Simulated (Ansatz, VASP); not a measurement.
SrMg in VASP and in Ansatz

INCAR

```
PREC = Accurate
ENCUT = 520
EDIFF = 1E-8
ISMEAR = -1
SIGMA = 0.05
LREAL = F
LASPH = T
NELM = 100
ALGO = Normal
ISIF = 2
LWAVE = F
LCHARG = F
GGA = CA
LEFG = T
NBANDS = 13
```

The input KPOINTS:

```
regular mesh
0
Gamma
  9 9 9
```

Contents of POSCAR:

```
SrMg
1.0
    3.9000000000     -0.0390000000     -0.0390000000
   -0.0390000000      3.9000000000     -0.0390000000
   -0.0390000000     -0.0390000000      3.9000000000
Sr Mg
1 1
Direct
    0.5000000000      0.5000000000      0.5000000000
    0.0000000000      0.0000000000      0.0000000000
```

Input for Ansatz:

```yaml
crystal:
  lattice:
    - [3.9, -0.039, -0.039]
    - [-0.039, 3.9, -0.039]
    - [-0.039, -0.039, 3.9]
  atoms:
    - { symbol: Sr, position: [0.5, 0.5, 0.5] }
    - { symbol: Mg, position: [0.0, 0.0, 0.0] }
kpoints:
  mp_grid: { grid: [9, 9, 9] }
scf:
  occupations: { method: fermi_dirac, width: 0.05 }
hamiltonian:
  xc: lda
  pseudopotentials: { kind: all_electron, datasets: crystal }
output:
  forces: true
  stress: true
  eigenvalues: true
  efg: { contact_densities: true }
```

Change from the starting cell: equal xy, yz and zx shear strains of -2 %, crystal datasets.

Alike in both runs: task electric field gradients; functional LDA; k mesh 9 × 9 × 9; occupations fermi-dirac, width 0.05 eV; no spin polarisation.

|  | VASP | Ansatz |
| --- | --- | --- |
| version | VASP 6.6.1 | Ansatz 0.2.0 |
| potentials or method | VASP PAW LDA potentials, release 64 (Sr_sv, Mg), cutoff 520 eV | all-electron PAW with datasets made for the crystal, scalar-relativistic |

VASP gave:

* pressure (GPa): 3.3
* traceless stress, the component that is largest in VASP (GPa): 0.65
* size of Vzz on the site where it differs most (V/Å²): 1.3

Q: Estimate Ansatz's values.

A: Pressure (GPa): 3.5; traceless stress, the component that is largest in VASP (GPa): 0.64; size of Vzz on the site where it differs most (V/Å²): 2.1.

LDA's correlation is that of Perdew and Zunger in VASP and of Perdew and Wang (1992) in Ansatz. Ansatz ran all-electron here, and VASP with PAW potentials.
